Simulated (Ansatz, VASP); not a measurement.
One calculation of MnS, two programs

Contents of INCAR:

```
PREC = Accurate ; ENCUT = 600
EDIFF = 1E-6 ; ISMEAR = 0
SIGMA = 0.05 ; LREAL = F
LASPH = T ; NELM = 200
ALGO = Normal ; ISIF = 2
LWAVE = F ; LCHARG = F
ISPIN = 2 ; MAGMOM = 5 0
LORBIT = 11 ; LMAXMIX = 4
LDAU = T ; LDAUTYPE = 2
LDAUL = 2 -1 ; LDAUU = 3 0
LDAUJ = 0 0 ; LDAUPRINT = 1
GGA = PE ; NBANDS = 22
GGA_COMPAT = F
```

The input KPOINTS:

```
Automatic mesh
0
Gamma
  6 6 6
```

File POSCAR:

```
MnS
1.0
    0.0000000000      2.8000000000      2.8000000000
    2.8000000000      0.0000000000      2.8000000000
    2.8000000000      2.8000000000      0.0000000000
Mn S
1 1
Direct
    0.0000000000      0.0000000000      0.0000000000
    0.7500000000      0.7500000000      0.7500000000
```

Input for Ansatz:

```yaml
crystal:
  lattice:
    - [0.0, 2.8, 2.8]
    - [2.8, 0.0, 2.8]
    - [2.8, 2.8, 0.0]
  atoms:
    - { symbol: Mn, position: [0.0, 0.0, 0.0], spin: 5.0 }
    - { symbol: S, position: [0.75, 0.75, 0.75] }
basis:
  ecutwfc: 420
  ecutrho_ratio: 4
kpoints:
  mp_grid: { grid: [6, 6, 6] }
hamiltonian:
  xc: pbe
  hubbard: { sites: [{ site: 0, l: d, u_eff: 3.0 }] }
scf:
  occupations: { method: gaussian, width: 0.05 }
output:
  forces: true
  stress: true
  eigenvalues: true
  populations: true
  hubbard: { sites: [{ site: 0, l: d }] }
magnetization:
  spin_polarized: true
```

Alike in both runs: task single point; functional PBE; k mesh 6 × 6 × 6; occupations gaussian, width 0.05 eV; collinear spin; Hubbard terms Mn d U = 3.0 eV.

|  | VASP | Ansatz |
| --- | --- | --- |
| version | VASP 6.6.1 | Ansatz 0.2.0 |
| potentials or method | VASP PAW PBE potentials, release 64 (Mn_sv, S), cutoff 600 eV | scalar-relativistic, plane waves, PAW |
| valence electrons in the cell | 21 | 21 |

```csv
,VASP,Ansatz,Ansatz less VASP
gap on the k mesh at the Fermi level (eV),0.78,1.03,+0.251
least direct gap on the mesh (eV),1.16,1.17,+0.016
pressure (GPa),3.4,4.5,+1.03
net moment per atom (μB),2.50,2.50,0.000
size of the moment on the site where the two differ most (μB),4.35,4.32,-0.026
```

Site moments also hang on the region over which each program counts them. The programs project onto different local orbitals, so the same U acts differently, and such runs can settle in different states.
